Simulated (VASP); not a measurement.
# BAs (I-4m2) in VASP: notebook

The runs below take BAs through single point, with HSE06, PBE.

Program: VASP 6.6.1. These are calculated values, not measurements. Logs are shortened: lines on timing, memory, paths and dates and some standing lists are left out, and cuts for length are marked.

## 1. The cell of the first run

Symmetry: I-4m2, No. 119, tetragonal system. The conventional cell has a = 3.383 Å, b = 3.383 Å, c = 4.545 Å, α = 90.00°, β = 90.00°, γ = 90.00°. B (site symmetry -4m2) has 4 As at 2.04 Å within 2.7 Å. Within 2.7 Å of As (site symmetry -4m2) lie 4 B at 2.04 Å.

## 2. Single point, HSE06 (uniaxial x strain -5.0%)

Input file POSCAR:

```
BAs
1.0
    0.0000000000      2.3918676074      2.3918676074
    2.2722742270      0.0000000000      2.3918676074
    2.2722742270      2.3918676074      0.0000000000
B As
1 1
Direct
    0.0000000000      0.0000000000      0.0000000000
    0.2500000000      0.2500000000      0.2500000000
```

Input file INCAR.step1:

```
SYSTEM = BAs
PREC = Accurate
ENCUT = 520
EDIFF = 1E-5
ISMEAR = 0
SIGMA = 0.01
LREAL = .False.
LASPH = .True.
NELM = 100
ALGO = Normal
ISIF = 2
LWAVE = .True.
NBANDS = 11
GGA = PE
```

Input file INCAR.step2:

```
SYSTEM = BAs
PREC = Accurate
ENCUT = 520
EDIFF = 1E-6
ISMEAR = 0
SIGMA = 0.01
LREAL = .False.
LASPH = .True.
NELM = 100
ALGO = Normal
ISIF = 2
LWAVE = .False.
LCHARG = .True.
GGA = PE
LHFCALC = .True.
HFSCREEN = 0.2079
PRECFOCK = Normal
LELF = .True.
LVHAR = .True.
NBANDS = 11
ISTART = 1
```

Input file KPOINTS:

```
regular mesh
0
Gamma
  6 6 6
  0 0 0
```

Potentials or basis: VASP PAW PBE potentials, release 64 (B, As).

The run is started by

```sh
cat potpaw_PBE.64/B/POTCAR potpaw_PBE.64/As/POTCAR > POTCAR
cp INCAR.step1 INCAR
mpirun -np 1 vasp_std > vasp.out
cp INCAR.step2 INCAR
mpirun -np 1 vasp_std > vasp.out
```

OUTCAR:

```text
SYSTEM = BAs
   PREC = Accurate
   ENCUT = 520
   EDIFF = 1E-6
   ISMEAR = 0
   LREAL = .False.
   LASPH = .True.
   NELM = 100
   ISIF = 2
   GGA = PE
   LHFCALC = .True.
   HFSCREEN = 0.2079
   PRECFOCK = Normal
   ISTART = 1

 ion  position               nearest neighbor table
   1  0.000  0.000  0.000-   2 2.04   2 2.04   2 2.04   2 2.04
   2  0.250  0.250  0.250-   1 2.04   1 2.04   1 2.04   1 2.04

  LATTYP: Found a body centered tetragonal cell.
 ALAT       =     3.3826116098
 C/A-ratio  =     1.3435028842

  Lattice vectors:

 A1 = (  -2.2722742270,   0.0000000000,  -2.3918676074)
 A2 = (  -2.2722742270,   0.0000000000,   2.3918676074)
 A3 = (   2.2722742270,   2.3918676074,   0.0000000000)

Analysis of symmetry for initial positions (statically):
=====================================================================
 Subroutine PRICEL returns:
 Original cell was already a primitive cell.

 Routine SETGRP: Setting up the symmetry group for a
 body centered tetragonal supercell.

 Subroutine GETGRP returns: Found  8 space group operations
 (whereof  8 operations were pure point group operations)
 out of a pool of 16 trial point group operations.

The static configuration has the point symmetry D_2d.

Analysis of symmetry for dynamics (positions and initial velocities):
=====================================================================
 Subroutine PRICEL returns:
 Original cell was already a primitive cell.

 Routine SETGRP: Setting up the symmetry group for a
 body centered tetragonal supercell.

 Subroutine GETGRP returns: Found  8 space group operations
 (whereof  8 operations were pure point group operations)
 out of a pool of 16 trial point group operations.

The dynamic configuration has the point symmetry D_2d.

 Subroutine INISYM returns: Found  8 space group operations
 (whereof  8 operations are pure point group operations),
 and found     1 'primitive' translations

----------------------------------------------------------------------------------------

                                     Primitive cell

  volume of cell :      25.9995

  direct lattice vectors                    reciprocal lattice vectors
     0.000000000  2.391867607  2.391867607    -0.220043864  0.209041670  0.209041670
     2.272274227  0.000000000  2.391867607     0.220043864 -0.209041670  0.209041670
     2.272274227  2.391867607  0.000000000     0.220043864  0.209041670 -0.209041670

  length of vectors
     3.382611610  3.299130312  3.299130312     0.368532416  0.368532416  0.368532416

  position of ions in fractional coordinates (direct lattice)
     0.000000000  0.000000000  0.000000000
     0.250000000  0.250000000  0.250000000

  ion indices of the primitive-cell ions
   primitive index   ion index
                 1           1
                 2           2

----------------------------------------------------------------------------------------

 KPOINTS: regular mesh

Automatic generation of k-mesh.
 Grid dimensions read from file:
 generate k-points for:    6    6    6

 Generating k-lattice:

  Cartesian coordinates                     Fractional coordinates (reciprocal lattice)
    -0.036673977  0.034840278  0.034840278     0.166666667 -0.000000000 -0.000000000
     0.036673977 -0.034840278  0.034840278     0.000000000  0.166666667  0.000000000
     0.036673977  0.034840278 -0.034840278     0.000000000  0.000000000  0.166666667

  Length of vectors
     0.061422069  0.061422069  0.061422069

  Shift w.r.t. Gamma in fractional coordinates (k-lattice)
     0.000000000  0.000000000  0.000000000

 Subroutine IBZKPT returns following result:
 ===========================================

 Found     30 irreducible k-points:

 Following reciprocal coordinates:
            Coordinates               Weight
  0.000000  0.000000  0.000000      1.000000
  0.166667  0.000000  0.000000      8.000000
  0.333333 -0.000000 -0.000000      8.000000
  0.500000  0.000000  0.000000      4.000000
  0.166667  0.166667  0.000000      4.000000
  0.333333  0.166667 -0.000000     16.000000
[... 16 lines left out ...]
 -0.333333  0.500000  0.166667      4.000000
  0.333333 -0.333333  0.166667      8.000000
 [... further k-points ...]
   k-points           NKPTS =     30   k-points in BZ     NKDIM =    216   number of bands    NBANDS=     11
   number of dos      NEDOS =    301   number of ions     NIONS =      2
   total plane-waves  NPLWV =  21952
   dimension x,y,z NGX =    28 NGY =   28 NGZ =   28
   dimension x,y,z NGXF=    56 NGYF=   56 NGZF=   56
   ions per type =               1   1
   NGX,Y,Z   is equivalent  to a cutoff of  13.76, 14.11, 14.11 a.u.
   NGXF,Y,Z  is equivalent  to a cutoff of  27.52, 28.22, 28.22 a.u.
 SYSTEM =  BAs
   PREC   = accura    normal or accurate (medium, high low for compatibility)
   ISTART =      1    job   : 0-new  1-cont  2-samecut
   ICHARG =      0    charge: 1-file 2-atom 10-const
   ISPIN  =      1    spin polarized calculation?
   LNONCOLLINEAR =      F non collinear calculations
   LSORBIT =      F    spin-orbit coupling
   LASPH  =      T    aspherical Exc in radial PAW
   ENCUT  =  520.0 eV  38.22 Ry    6.18 a.u.   6.29  6.13  6.13*2*pi/ulx,y,z
   NELM   =    100;   NELMIN=  2; NELMDL=  0     # of ELM steps
   EDIFF  = 0.1E-05   stopping-criterion for ELM
   LREAL  =      F    real-space projection
   EDIFFG = 0.1E-04   stopping-criterion for IOM
   NSW    =      0    number of steps for IOM
   IBRION =     -1    ionic relax: 0-MD 1-quasi-New 2-CG
   NFREE  =      0    steps in history (QN), initial steepest desc. (CG)
   ISIF   =      2    stress and relaxation
   ISYM   =      3    0-nonsym 1-usesym 2-fastsym
   POTIM  = 0.5000    time-step for ionic-motion
   TEBEG  =    0.0;   TEEND  =   0.0 temperature during run
   PSTRESS=    0.0 pullay stress
   NELECT =       8.0000    total number of electrons
   NUPDOWN=      -1.0000    fix difference up-down
   EMIN   =  10.00;   EMAX   =-10.00  energy-range for DOS
   EFERMI =   0.00;   METHOD = LEGACY
   ISMEAR =     0;   SIGMA  =   0.01  broadening in eV -4-tet -1-fermi 0-gaus
   EFERMI_NEDOS =   21; number of points for ismear=-14 and -15
   IALGO  =     38    algorithm
   IMIX   =      1    mixing-type and parameters
     AMIX     =   0.40;   BMIX     =  1.00
     AMIX_MAG =   1.60;   BMIX_MAG =  1.00
  volume/ion in A,a.u.               =      13.00        87.73
  Fermi-wavevector in a.u.,A,eV,Ry     =   1.105223  2.088568 16.619753  1.221517
  Thomas-Fermi vector in A             =   2.241707
   LORBIT       =      0    0 simple, 1 ext, 2 COOP (PROOUT), +10 PAW based schemes
   GGA     = PE    functional components
   LHFCALC =     T    Hartree Fock is set to
   PRECFOCK=normal    Normal, Fast or Accurate (Low or Medium for compatibility)
   ENCUT4O =  -1.0   cutoff for four orbital integrals eV
   NKREDX  =     1    reduce k-point grid by
   NKREDY  =     1    reduce k-point grid by
   NKREDZ  =     1    reduce k-point grid by
   AEXX    =    0.2500 exact exchange contribution
   HFSCREEN=    0.2079 screening length (either q_TF or 0.3 A-1)
   HFSCREENC=   0.2079 screening length for correlation (either q_TF or 0.3 A-1)
   ENCUTFOCK=  -1.0 apply spherical cutoff to Coloumb kernel
   IVDW    =     0    specifies the selected vdW correction
   LEPSILON=     F    determine dielectric tensor
   LRPA    =     F    only Hartree local field effects (RPA)
 non-spin polarized calculation
 Gauss-broadening in eV      SIGMA  =   0.01
  energy-cutoff  :      520.00
  volume of cell :       26.00
 maximum number of plane-waves:       715
 NGX is ok and might be reduce to    28
  NGX = 20; NGY = 20; NGZ = 20

 number of electron       8.0000000 magnetization

 Free energy of the ion-electron system (eV)
  ---------------------------------------------------
  ext. energy  EPLUGINS =         0.00000000
  ---------------------------------------------------
  free energy    TOTEN  =       -13.18711880 eV

  energy without entropy =      -13.18711880  energy(sigma->0) =      -13.18711880

 E-fermi :   6.6298     XC(G=0):  -8.9210

 val. band max:        6.5842004922   @ k =   0.0000   0.0000   0.0000
 cond. band min:       7.6853521894   @ k =   0.0000   0.3333   0.3333
 fundamental gap:      1.1011516973
 Fermi energy:         6.6298109092

 k-point     1 :       0.0000    0.0000    0.0000
  band No.  band energies     occupation
      1     -11.1761      2.00000
      2       6.0758      2.00000
      3       6.0758      2.00000
      4       6.5842      2.00000
      5      10.2119      0.00000
      6      10.5551      0.00000
      7      10.5551      0.00000
      8      12.7472      0.00000
      9      17.1413      0.00000
     10      19.7571      0.00000
     11      21.0535      0.00000

 k-point     2 :       0.1667    0.0000    0.0000
  band No.  band energies     occupation
      1     -10.6542      2.00000
      2       2.9674      2.00000
      3       5.2716      2.00000
      4       5.7069      2.00000
      5      10.5411      0.00000
      6      11.4689      0.00000
      7      11.4722      0.00000
      8      14.5703      0.00000
      9      18.3005      0.00000
     10      18.4897      0.00000
     11      19.2157      0.00000

 k-point     3 :       0.3333   -0.0000   -0.0000
  band No.  band energies     occupation
      1      -9.1808      2.00000
      2      -1.3959      2.00000
      3       4.2344      2.00000
      4       4.8178      2.00000
      5      10.1335      0.00000
      6      11.9105      0.00000
      7      12.4003      0.00000
      8      16.4141      0.00000
      9      18.9378      0.00000
     10      19.7080      0.00000
     11      19.9581      0.00000

 k-point     4 :       0.5000    0.0000    0.0000
  band No.  band energies     occupation
      1      -7.7915      2.00000
      2      -3.8244      2.00000
      3       3.8448      2.00000
      4       4.4960      2.00000
      5       9.9379      0.00000
      6      11.7342      0.00000
      7      12.4386      0.00000
      8      16.3936      0.00000
      9      20.5772      0.00000
     10      22.4073      0.00000
     11      22.9070      0.00000

 k-point     5 :       0.1667    0.1667    0.0000
  band No.  band energies     occupation
      1     -10.5010      2.00000
      2       3.6297      2.00000
      3       4.2965      2.00000
      4       4.5647      2.00000
      5       9.4553      0.00000
      6      12.6451      0.00000
      7      13.2841      0.00000
      8      13.4312      0.00000
      9      16.9201      0.00000
     10      19.4871      0.00000
     11      21.3059      0.00000
[... 211 lines left out ...]
 k-point    21 :      -0.1667    0.3333    0.1667
  band No.  band energies     occupation
      1      -7.7824      2.00000
      2      -1.3715      2.00000
      3       0.4637      2.00000
      4       2.8004      2.00000
      5      10.4362      0.00000
      6      12.1324      0.00000
      7      13.2170      0.00000
      8      17.1007      0.00000
      9      19.6998      0.00000
     10      21.9883      0.00000
     11      24.5088      0.00000

 k-point    22 :       0.3333    0.5000    0.1667
  band No.  band energies     occupation
      1      -7.9611      2.00000
      2      -1.4708      2.00000
      3       0.6693      2.00000
      4       2.5848      2.00000
      5      11.3803      0.00000
      6      12.7993      0.00000
      7      14.0633      0.00000
      8      16.2754      0.00000
      9      19.2188      0.00000
     10      21.6157      0.00000
     11      24.2682      0.00000

 k-point    23 :      -0.3333    0.5000    0.1667
  band No.  band energies     occupation
      1      -6.1248      2.00000
      2      -3.2502      2.00000
      3       0.5089      2.00000
      4       0.7486      2.00000
      5      10.9509      0.00000
      6      11.3750      0.00000
      7      15.7829      0.00000
      8      15.9934      0.00000
      9      20.8763      0.00000
     10      24.2021      0.00000
     11      24.4187      0.00000

 k-point    24 :       0.3333   -0.3333    0.1667
  band No.  band energies     occupation
      1      -6.7144      2.00000
      2      -3.0048      2.00000
      3      -0.0286      2.00000
      4       1.8368      2.00000
      5      11.9997      0.00000
      6      13.3112      0.00000
      7      15.5815      0.00000
      8      17.1805      0.00000
      9      17.4583      0.00000
     10      21.9242      0.00000
     11      24.0017      0.00000

 [... further k-points ...]

------------------------ aborting loop because EDIFF is reached ----------------------------------------

  FORCE on cell =-STRESS in cart. coord.  units (eV):
  Direction    XX          YY          ZZ          XY          YZ          ZX
  --------------------------------------------------------------------------------------
  -------------------------------------------------------------------------------------
  Total        2.3011212      0.5257663      0.5257663      0.0000000      0.0000000      0.0000000
  in kB      141.8028844     32.3994998     32.3994998      0.0000000      0.0000000      0.0000000
  external PRESSURE =      68.8672947 kB  Pullay stress =       0.0000000 kB

 VOLUME and BASIS-vectors are now :
 -----------------------------------------------------------------------------
  energy-cutoff  :      520.00
  volume of cell :       26.00
      direct lattice vectors                 reciprocal lattice vectors
     0.000000000  2.391867607  2.391867607    -0.220043864  0.209041670  0.209041670
     2.272274227  0.000000000  2.391867607     0.220043864 -0.209041670  0.209041670
     2.272274227  2.391867607  0.000000000     0.220043864  0.209041670 -0.209041670

 POSITION                                       TOTAL-FORCE (eV/Angst)
 -----------------------------------------------------------------------------------
      0.00000      0.00000      0.00000         0.000000     -0.000000      0.000000
      1.13614      1.19593      1.19593        -0.000000      0.000000      0.000000
 -----------------------------------------------------------------------------------
    total drift:                               -0.000000     -0.000000     -0.000000

  FREE ENERGIE OF THE ION-ELECTRON SYSTEM (eV)
  ---------------------------------------------------
  free  energy   TOTEN  =       -13.1871187981 eV

  energy  without entropy=      -13.1871187981  energy(sigma->0) =      -13.18711880
```

It took 12 min on 1 thread of Intel Xeon Platinum 8488C (Sapphire Rapids), shared host; peak memory 0.27 GiB.

What came out:

```yaml
Free_energy: -13.1871 eV
Pressure: 6.9 GPa
Band_gap_on_the_k_mesh: 1.10 eV (least direct gap 3.63 eV)
```

Caveat: the cell differs from its parent crystal (uniaxial x strain -5.0%); the stress differs along the axes, from 3 to 14 GPa; the PAW data sets were made with another functional, which shifts forces and pressure a little.

## 3. Single point, PBE (uniaxial x strain -5.0%)

Input file INCAR:

```
ALGO = Normal
EDIFF = 1E-6
ENCUT = 560
GGA = PE
GGA_COMPAT = False
ISIF = 2
ISMEAR = -1
LASPH = True
LCHARG = True
LELF = True
LREAL = False
LVHAR = True
LWAVE = False
NBANDS = 16
NELM = 120
PREC = Accurate
SIGMA = 0.02
```

Input file KPOINTS:

```
k-points
0
Gamma
  10 10 10
```

POSCAR is that of step 2.

Potentials or basis: VASP PAW PBE potentials, release 64 (B, As_d).

The run is started by

```sh
cat potpaw_PBE.64/B/POTCAR potpaw_PBE.64/As_d/POTCAR > POTCAR
mpirun -np 1 vasp_std > vasp.out
```

Wall time 30 s (1 thread of AMD EPYC 9R45 (Zen 5), shared host); peak memory 0.16 GiB.

It converged, with:

```
Free energy            : -11.3629 eV
Pressure               : 9.8 GPa
Band gap on the k mesh : 0.36 eV (least direct gap 2.82 eV)
```

Stress tensor (GPa, compression positive):
```
16.62  0.00  0.00
 0.00  6.45  0.00
 0.00  0.00  6.45
```

Levels at points of the mesh, in eV from the valence-band top:
```csv
k point,band 7,band 8,band 9,band 10,band 11,band 12
"(0.00, 0.00, 0.00)",-0.48,-0.48,0.00,2.82,3.15,3.15
"(0.50, 0.00, 0.00)",-9.45,-2.52,-1.92,2.50,4.30,4.93
"(0.50, 0.50, 0.00)",-9.25,-4.45,-4.37,1.27,1.32,11.06
"(0.00, 0.50, 0.50)",-8.80,-4.92,-4.92,0.65,0.66,11.56
```

Caveat: the cell differs from its parent crystal (uniaxial x strain -5.0%); the stress differs along the axes, from 6 to 17 GPa; semilocal functionals underestimate gaps, and a narrow one can read as zero. A k mesh can miss the band edges.
